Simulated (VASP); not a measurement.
Set up this calculation in VASP 6.6.1, as the native input.

```yaml
Task: electric field gradients
Functional: r2SCAN
Potentials_or_basis: VASP PAW PBE potentials, release 64 (Si, N)
Cutoff: 520 eV
k_mesh: 4 × 4 × 10
Occupations: fermi-dirac, width 0.02 eV
Spin: no spin polarisation
Dipole_correction: no
Further_INCAR_settings: ALGO = Normal; EDIFF = 1e-08; NBANDS = 45
```

Si3N4:

```xyz
14
Lattice="7.6020 0.0000 0.0000 -3.8010 6.5835 0.0000 0.0000 0.0000 2.9060" Properties=species:S:1:pos:R:3 pbc="T T T"
Si    5.1764    1.1460    0.7265
Si    1.5957    5.0559    2.1795
Si    4.0213    3.9099    0.7265
Si   -1.3754    5.4375    2.1795
Si    2.2053    1.5276    0.7265
Si   -0.2203    2.6736    2.1795
N    -1.0262    2.1718    0.7265
N     5.2081    0.1972    2.1795
N     2.4333    4.6089    0.7265
N     4.8272    4.4117    2.1795
N    -1.4071    6.3863    0.7265
N     1.3677    1.9746    2.1795
N     3.8010    2.1945    0.7265
N     0.0000    4.3890    2.1795
```

The input as run:

POSCAR

```
Si3N4
1.0
    7.6020000000      0.0000000000      0.0000000000
   -3.8010000000      6.5835251196      0.0000000000
    0.0000000000      0.0000000000      2.9060000000
Si N
6 8
Direct
    0.7679629882      0.1740749981      0.2500000000
    0.5938879901      0.7679629882      0.7500000000
    0.8259250019      0.5938879901      0.2500000000
    0.2320370118      0.8259250019      0.7500000000
    0.4061120099      0.2320370118      0.2500000000
    0.1740749981      0.4061120099      0.7500000000
    0.0299534657      0.3298803251      0.2500000000
    0.7000731406      0.0299534657      0.7500000000
    0.6701196749      0.7000731406      0.2500000000
    0.9700465343      0.6701196749      0.7500000000
    0.2999268594      0.9700465343      0.2500000000
    0.3298803251      0.2999268594      0.7500000000
    0.6666666667      0.3333333333      0.2500000000
    0.3333333333      0.6666666667      0.7500000000
```

INCAR.step1

```
SYSTEM = Si3N4
PREC = Accurate ; ENCUT = 520
ISMEAR = -1 ; SIGMA = 0.02
LREAL = .False. ; LASPH = .True.
NELM = 60 ; NBANDS = 45
GGA = PE ; ALGO = Normal
EDIFF = 1E-4 ; LWAVE = .True.
LCHARG = .False.
```

INCAR.step2

```
SYSTEM = Si3N4
PREC = Accurate ; ENCUT = 520
EDIFF = 1E-8 ; ISMEAR = -1
SIGMA = 0.02 ; LREAL = .False.
LASPH = .True. ; NELM = 60
ALGO = Normal ; ISIF = 2
LWAVE = .False. ; LCHARG = .False.
METAGGA = R2SCAN ; LMIXTAU = .True.
LEFG = .True. ; NBANDS = 45
ISTART = 1
```

KPOINTS

```
Automatic mesh
0
Gamma
  4 4 10
  0 0 0
```

Potentials or basis: VASP PAW PBE potentials, release 64 (Si, N).

Launch:

```bash
$ cat potpaw_PBE.64/Si/POTCAR potpaw_PBE.64/N/POTCAR > POTCAR
$ cp INCAR.step1 INCAR
$ mpirun -np 1 vasp_std > vasp.out
$ cp INCAR.step2 INCAR
$ mpirun -np 1 vasp_std > vasp.out
```

It gave:

```
Pressure                                : -0.1 GPa
Largest force                           : 0.039 eV/Å
Band gap on the k mesh                  : 4.99 eV (least direct gap 5.19 eV)
Largest electric field gradient by atom : Si +9.6; N -46.1, -46.4 (each value once) V/Å²
```

Caveat: without QUAD_EFG the Cq values of the log hold for a quadrupole moment of 1 mb, not for the nuclei; the PAW data sets were made with another functional, which shifts forces and pressure a little.

Run time: 5 min on 1 thread of Intel(R) Xeon(R) 6975P-C (Granite Rapids), with other jobs on the host, peak memory 0.37 GiB.
